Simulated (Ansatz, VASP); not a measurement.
One calculation of AlNi, two programs

```
Al Ni
1.0
     0.00000   -2.89272    0.00000
     0.00000    0.00000   -2.89272
    11.87817   -0.96424   -0.96424
Al Ni
3 3
Direct
  0.81735 0.81735 0.54795
  0.97971 0.97971 0.06088
  0.89853 0.89853 0.30442
  0.27676 0.27676 0.66972
  0.43912 0.43912 0.18265
  0.35794 0.35794 0.42618
```

Alike in both runs: task single point; functional PBE; k mesh 15 × 15 × 5; occupations gaussian, width 0.15 eV; no spin polarisation.

|  | VASP | Ansatz |
| --- | --- | --- |
| version | VASP 6.6.1 | Ansatz 0.2.0 |
| potentials or method | VASP PAW PBE potentials, release 64 (Al, Ni), cutoff 520 eV | scalar-relativistic, plane waves, PAW |
| valence electrons in the cell | 39 | 63 |

```csv
,VASP,Ansatz,Ansatz less VASP
gap on the k mesh at the Fermi level (eV),none,none,-
pressure (GPa),-4.1,-4.1,-0.09
"traceless stress, the component that is largest in VASP (GPa)",1.83,1.86,+0.036
rms of the force components (eV/Å),0.281,0.285,+0.0041
```

Atom by atom the forces differ by 0.004 eV/Å (rms over components). A gap of «none» marks a metal or a gap that the smearing closes. The functional is the same, so the differences come from potentials, cutoffs and numerics. VASP's potentials hold 39 valence electrons a cell and Ansatz's 63, so a difference there can come from the potentials and not from the codes.
